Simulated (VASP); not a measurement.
Input of a VASP 6.6.1 run:

INCAR

```
SYSTEM = HfMoC2
  PREC = Accurate
  ENCUT = 600
  EDIFF = 1E-6
  ISMEAR = 0
  SIGMA = 0.1
  LREAL = .False.
  LASPH = .True.
  NELM = 100
  ALGO = Normal
  ISIF = 3
  LWAVE = .False.
  LCHARG = .False.
  GGA = PE
  IBRION = 2
  NSW = 90
  EDIFFG = -0.04
```

The input KPOINTS:

```
regular mesh
0
Gamma
  6 6 6
  0 0 0
```

Contents of POSCAR:

```
HfMoC2
1.0
    1.5875655260      0.9165813838      5.2035731259
   -1.5875655260      0.9165813838      5.2035731259
    0.0000000000     -1.8331627676      5.2035731259
Hf Mo C
1 1 2
Direct
    0.0000000000      0.0000000000      0.0000000000
    0.5000000000      0.5000000000      0.5000000000
    0.2460883982      0.2460883982      0.2460883982
    0.7539116018      0.7539116018      0.7539116018
```

Potentials or basis: VASP PAW PBE potentials, release 64 (Hf_pv, Mo_sv, C).

Command:

```console
$ cat potpaw_PBE.64/Hf_pv/POTCAR potpaw_PBE.64/Mo_sv/POTCAR potpaw_PBE.64/C/POTCAR > POTCAR
$ mpirun -np 1 vasp_std > vasp.out
```

(1) Predict the space group after relaxing (to 0.05 Å).

(2) What does it give for the relaxed cell?

(3) What does it give for the relaxed volume?

(4) What does it give for the band gap on the k mesh?

## Answers

(1) R-3m (No. 166).

(2) a = 5.523 Å, b = 5.523 Å, c = 5.523 Å, α = 33.34°, β = 33.34°, γ = 33.34°.

(3) 11.33 Å³/atom.

(4) zero (band 16 reaches 9.83 eV, above the bottom of band 17 at 8.66 eV).

Caveat: the k points lie up to 0.39 Å⁻¹ apart in the final cell; spin-orbit coupling is left out, which moves the levels of the heavy elements.
